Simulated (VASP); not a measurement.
Set up this calculation in VASP 6.6.1, as the native input.

```yaml
Task: single point
Functional: PBE
Potentials_or_basis: VASP PAW PBE potentials, release 64 (Ga_d, P)
Cutoff: 520 eV
k_mesh: 2 × 2 × 2
Occupations: gaussian, width 0.01 eV
Spin: no spin polarisation
Dipole_correction: no
Further_INCAR_settings: LREAL = Auto; ALGO = Normal; EDIFF = 1e-07; NBANDS = 86
```

The structure of GaP lies in POSCAR:

```
GaP
1.0
    0.0000000000      5.5051169748     -5.5051169748
    5.5051169748      5.5051169748      0.0000000000
    5.5051169748      0.0000000000     -5.5051169748
Ga P
8 8
Direct
    0.5000000000      0.5000000000      0.0000000000
    0.5000000000      0.0000000000      0.0000000000
    1.0000000000      0.5000000000      0.0000000000
    1.0000000000      0.0000000000      0.0000000000
    0.5000000000      0.5000000000      0.5000000000
    0.5000000000      0.0000000000      0.5000000000
    1.0000000000      0.5000000000      0.5000000000
    1.0000000000      0.0000000000      0.5000000000
    0.3750000000      0.3750000000      0.3750000000
    0.3750000000      0.8750000000      0.3750000000
    0.8750000000      0.3750000000      0.3750000000
    0.8750000000      0.8750000000      0.3750000000
    0.3750000000      0.3750000000      0.8750000000
    0.3750000000      0.8750000000      0.8750000000
    0.8750000000      0.3750000000      0.8750000000
    0.8750000000      0.8750000000      0.8750000000
```

These files were run (other wordings do the same):

INCAR

```
PREC = Accurate ; ENCUT = 520
EDIFF = 1E-7 ; ISMEAR = 0
SIGMA = 0.01 ; LREAL = Auto
LASPH = True ; NELM = 80
ALGO = Normal ; ISIF = 2
LWAVE = False ; LCHARG = False
GGA = PE ; NBANDS = 86
```

KPOINTS

```
Automatic mesh
0
Gamma
  2 2 2
```

Potentials or basis: VASP PAW PBE potentials, release 64 (Ga_d, P).

Run with:

```bash
$ cat potpaw_PBE.64/Ga_d/POTCAR potpaw_PBE.64/P/POTCAR > POTCAR
$ mpirun -np 1 vasp_std > vasp.out
```

Results of the run:

```json
{
 "Pressure": "0.4 GPa",
 "Band gap on the k mesh": "1.56 eV"
}
```

Caveat: the k points lie up to 0.49 Å⁻¹ apart.

Wall time 6.5 min on 1 thread of Intel Xeon 8259CL, on a shared host, peak memory 0.49 GiB.
